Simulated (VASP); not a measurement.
Here is a VASP 6.6.1 calculation.

Contents of POSCAR:

```
TaN
1.0
    5.1507537047      0.0000000000      0.0000000000
   -2.5753768523      4.4606835570      0.0000000000
    0.0000000000      0.0000000000      2.8830021202
Ta N
3 3
Direct
    0.3333333333      0.6666666667      0.5000000000
    0.6666666667      0.3333333333      0.5000000000
    0.0000000000      0.0000000000      0.0000000000
    0.3924063645      0.0000000000      0.0000000000
    0.6075936355      0.6075936355      0.0000000000
    0.0000000000      0.3924063645      0.0000000000
```

INCAR.step1

```
SYSTEM = TaN
PREC = Accurate
ENCUT = 600
ISMEAR = 0
SIGMA = 0.1
LREAL = .False.
LASPH = .True.
NELM = 60
GGA = PE
ALGO = Normal
EDIFF = 1E-4
LWAVE = .True.
LCHARG = .False.
LUSENCCL = .False.
```

The input INCAR.step2:

```
SYSTEM = TaN
PREC = Accurate
ENCUT = 600
EDIFF = 1E-6
ISMEAR = 0
SIGMA = 0.1
LREAL = .False.
LASPH = .True.
NELM = 60
ALGO = Normal
ISIF = 3
LWAVE = .False.
LCHARG = .False.
METAGGA = R2SCAN
LMIXTAU = .True.
IBRION = 2
NSW = 70
EDIFFG = -0.008
PSTRESS = 30.0
ISTART = 1
LUSENCCL = .False.
```

KPOINTS

```
Automatic mesh
0
Gamma
  12 12 12
  0 0 0
```

Potentials or basis: VASP PAW PBE potentials, release 64 (Ta_pv, N).

Run with:

```sh
$ cat potpaw_PBE.64/Ta_pv/POTCAR potpaw_PBE.64/N/POTCAR > POTCAR
$ cp INCAR.step1 INCAR
$ mpirun -np 1 vasp_std > vasp.out
$ cp INCAR.step2 INCAR
$ mpirun -np 1 vasp_std > vasp.out
```

Task: What does it give for the relaxed cell?

Result: a = 5.193 Å, b = 5.193 Å, c = 2.906 Å, α = 90.00°, β = 90.00°, γ = 120.00°.

Task: What does it give for the space group after relaxing (to 0.1 Å)?

Result: P-62m (No. 189).

Task: Estimate the relaxed volume.

Result: 11.31 Å³/atom.

Task: What does it give for the band gap on the k mesh?

Result: Zero (bands 24 and 25 overlap by 3.29 eV).

Step by step:
| step | energy change (eV) | largest force (eV/Å) | pressure (GPa) | volume (Å³) |
| --- | --- | --- | --- | --- |
| 1 | 0.0000 | 0.1352 | 11.89 | 66.24 |
| 2 | 0.1267 | 0.3530 | -16.27 | 72.29 |
| 3 | -0.0754 | 0.0179 | 2.81 | 67.90 |
| 4 | -0.0748 | 0.0149 | 2.98 | 67.86 |
| 5 | -0.0741 | 0.0120 | 3.16 | 67.83 |
| 6 | -0.0743 | 0.0016 | 3.15 | 67.84 |
| 7 | -0.0743 | 0.0019 | 3.17 | 67.84 |
| 8 | -0.0750 | 0.0018 | 2.98 | 67.88 |

Caveat: the cell is relaxed towards a set pressure, so the run minimises the enthalpy, not the energy; the PAW data sets were made with another functional, which shifts forces and pressure a little; spin-orbit coupling is left out, which moves the levels of the heavy elements. Zero-point motion and thermal expansion aren't in these numbers.
